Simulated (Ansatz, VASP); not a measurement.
## HC10 in VASP and in Ansatz

File INCAR:

```
SYSTEM = HC10
ALGO = Normal ; DIPOL = 0.5 0.5 0.297
EDIFF = 1E-6 ; ENCUT = 520
GGA = PE ; IDIPOL = 3
ISIF = 2 ; ISMEAR = 0
LASPH = .TRUE. ; LCHARG = .TRUE.
LDIPOL = .TRUE. ; LELF = .TRUE.
LREAL = Auto ; LVACPOTAV = .TRUE.
LVHAR = .TRUE. ; LWAVE = .FALSE.
NBANDS = 58 ; NELM = 80
PREC = Accurate ; SIGMA = 0.1
```

File KPOINTS:

```
k-points
0
G
  4 3 1
  0 0 0
```

The input POSCAR:

```
HC10
1.0
    8.5436715410      0.0000000000      0.0000000000
   -2.1359178852      8.6110540228      0.0000000000
    0.0000000000      0.0000000000     22.7788015587
C H
20 2
Direct
    0.0782061927      0.9794914374      0.1756018634
    0.5782061927      0.9794914374      0.1756018634
    0.4115395260      0.9794914374      0.1756018634
    0.9115395260      0.9794914374      0.1756018634
    0.3230790520      0.9589828748      0.2291807119
    0.8230790520      0.9589828748      0.2291807119
    0.1564123854      0.9589828748      0.2291807119
    0.6564123854      0.9589828748      0.2291807119
    0.0669021191      0.9383827998      0.2826780623
    0.5669021191      0.9383827998      0.2826780623
    0.4022889535      0.9383826011      0.2826780666
    0.9022889535      0.9383826011      0.2826780666
    0.3111130358      0.9176686260      0.3364248459
    0.8111130358      0.9176686260      0.3364248459
    0.1477209834      0.9176686383      0.3364247639
    0.6477209834      0.9176686383      0.3364247639
    0.0473696299      0.8987954532      0.3853929922
    0.5473696299      0.8987954532      0.3853929922
    0.4020260968      0.8987947219      0.3853934781
    0.9020260968      0.8987947219      0.3853934781
    0.2457674226      0.2321282990      0.4472926491
    0.3218471264      0.2321282990      0.4472926491
```

Input for Ansatz:

```yaml
crystal:
  lattice:
    - [8.543671541, 0.0, 0.0]
    - [-2.1359178852, 8.6110540228, 0.0]
    - [0.0, 0.0, 22.7788015587]
  atoms:
    - { symbol: C, position: [0.0782061927, 0.9794914374, 0.1756018634] }
    - { symbol: C, position: [0.5782061927, 0.9794914374, 0.1756018634] }
    - { symbol: C, position: [0.411539526, 0.9794914374, 0.1756018634] }
    - { symbol: C, position: [0.911539526, 0.9794914374, 0.1756018634] }
    - { symbol: C, position: [0.323079052, 0.9589828748, 0.2291807119] }
    - { symbol: C, position: [0.823079052, 0.9589828748, 0.2291807119] }
    - { symbol: C, position: [0.1564123854, 0.9589828748, 0.2291807119] }
    - { symbol: C, position: [0.6564123854, 0.9589828748, 0.2291807119] }
    - { symbol: C, position: [0.0669021191, 0.9383827998, 0.2826780623] }
    - { symbol: C, position: [0.5669021191, 0.9383827998, 0.2826780623] }
    - { symbol: C, position: [0.4022889535, 0.9383826011, 0.2826780666] }
    - { symbol: C, position: [0.9022889535, 0.9383826011, 0.2826780666] }
    - { symbol: C, position: [0.3111130358, 0.917668626, 0.3364248459] }
    - { symbol: C, position: [0.8111130358, 0.917668626, 0.3364248459] }
    - { symbol: C, position: [0.1477209834, 0.9176686383, 0.3364247639] }
    - { symbol: C, position: [0.6477209834, 0.9176686383, 0.3364247639] }
    - { symbol: C, position: [0.0473696299, 0.8987954532, 0.3853929922] }
    - { symbol: C, position: [0.5473696299, 0.8987954532, 0.3853929922] }
    - { symbol: C, position: [0.4020260968, 0.8987947219, 0.3853934781] }
    - { symbol: C, position: [0.9020260968, 0.8987947219, 0.3853934781] }
    - { symbol: H, position: [0.2457674226, 0.232128299, 0.4472926491] }
    - { symbol: H, position: [0.3218471264, 0.232128299, 0.4472926491] }
basis:
  ecutwfc: 420
kpoints:
  mp_grid: { grid: [4, 3, 1] }
hamiltonian:
  xc: pbe
  pseudopotentials: { kind: paw, azcp: { folder: soft_1 } }
scf:
  occupations: { method: gaussian, width: 0.1 }
output:
  forces: true
  eigenvalues: true
efield:
  axis: 3
  dipole_correction: true
  ramp_width: 0.04
```

Alike in both runs: task single point; functional PBE; k mesh 4 × 3 × 1; occupations gaussian, width 0.1 eV; no spin polarisation.

|  | VASP | Ansatz |
| --- | --- | --- |
| version | VASP 6.6.1 | Ansatz 0.2.0 |
| potentials or method | VASP PAW PBE potentials, release 64 (C, H), cutoff 520 eV | scalar-relativistic, plane waves, PAW |
| valence electrons in the cell | 82 | 82 |

|  | VASP | Ansatz | Ansatz less VASP |
| --- | --- | --- | --- |
| gap on the k mesh at the Fermi level (eV) | 0.26 | 0.26 | +0.001 |
| least direct gap on the mesh (eV) | 0.36 | 0.36 | -0.007 |
| rms of the force components (eV/Å) | 1.927 | 1.931 | +0.0041 |

Atom by atom the forces differ by 0.025 eV/Å (rms over components).
